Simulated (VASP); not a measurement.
Au, 1 atom in the cell. Symmetry: Fm-3m, No. 225, cubic system. The conventional cell has a = 4.157 Å, b = 4.157 Å, c = 4.157 Å, α = 90.00°, β = 90.00°, γ = 90.00°. Within 3.9 Å of Au (site symmetry m-3m) lie 12 Au at 2.94 Å. 

```yaml
Program: VASP 6.6.1
Task: single point
Functional: PBE
Potentials_or_basis: VASP PAW PBE potentials, release 64 (Au)
Cutoff: 520 eV
k_mesh: 13 × 13 × 13
Occupations: gaussian, width 0.1 eV
Spin: no spin polarisation
Dipole_correction: no
Further_INCAR_settings: ALGO = Normal; EDIFF = 1e-07; NBANDS = 12
```

Potentials or basis: VASP PAW PBE potentials, release 64 (Au).

Launch:

```bash
$ cat potpaw_PBE.64/Au/POTCAR > POTCAR
$ mpirun -np 1 vasp_std > vasp.out
```

Hardware: 1 thread of Intel Xeon 8259CL (shared host).

Estimate the wall time of this run.

It took 19 s on 1 thread of Intel Xeon 8259CL (shared host), peak memory 0.15 GiB. Counts: scf iterations 11, k points 84.
